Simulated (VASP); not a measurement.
Zn: electric field gradients with PBE

Zn:

```xyz
2
Lattice="2.6999 0.0000 0.0000 -1.3499 2.3382 0.0000 0.0000 0.0000 5.0118" Properties=species:S:1:pos:R:3 pbc="T T T"
Zn    0.0000    1.5588    1.2529
Zn    1.3499    0.7794    3.7588
```

- Program: VASP 6.6.1
- Task: electric field gradients
- Functional: PBE
- Potentials or basis: VASP PAW PBE potentials, release 64 (Zn)
- Cutoff: 520 eV
- k mesh: 16 × 16 × 8
- Occupations: fermi-dirac, width 0.03 eV
- Spin: no spin polarisation
- Dipole correction: no
- Further INCAR settings: ALGO = Normal; EDIFF = 1e-08; NBANDS = 19

```yaml
Pressure: -2.7 GPa
Band_gap_on_the_k_mesh: zero (bands 12 and 13 overlap by 4.29 eV)
Largest_electric_field_gradient_by_atom: Zn +35.5 V/Å²
```

Stress tensor (GPa, compression positive):
```
-2.88  0.00  0.00
 0.00 -2.88  0.00
 0.00  0.00 -2.43
```

Levels at points of the mesh, in eV from the Fermi level:
| k point | band 10 | band 11 | band 12 | band 13 | band 14 | band 15 |
| --- | --- | --- | --- | --- | --- | --- |
| (0.00, 0.00, 0.00) | -7.10 | -7.10 | -3.49 | -3.12 | 13.21 | 16.80 |
| (0.50, 0.00, 0.00) | -6.91 | -2.77 | -2.20 | 2.47 | 3.45 | 3.79 |
| (0.00, 0.00, 0.50) | -7.18 | -7.18 | -7.18 | 4.41 | 4.41 | 18.09 |
| (0.50, 0.00, 0.50) | -6.92 | -1.80 | -1.80 | -0.03 | -0.03 | 9.82 |

Electric field gradients, principal values (V/Å²):
```tsv
atom	least	middle	greatest (by size)
1 Zn	-17.742	-17.760	35.502
2 Zn	-17.742	-17.760	35.502
```

Run time: 110 s on 1 thread of Intel Xeon 8259CL, on a shared host, peak memory 0.19 GiB.

Caveat: without QUAD_EFG the Cq values of the log hold for a quadrupole moment of 1 mb, not for the nuclei.
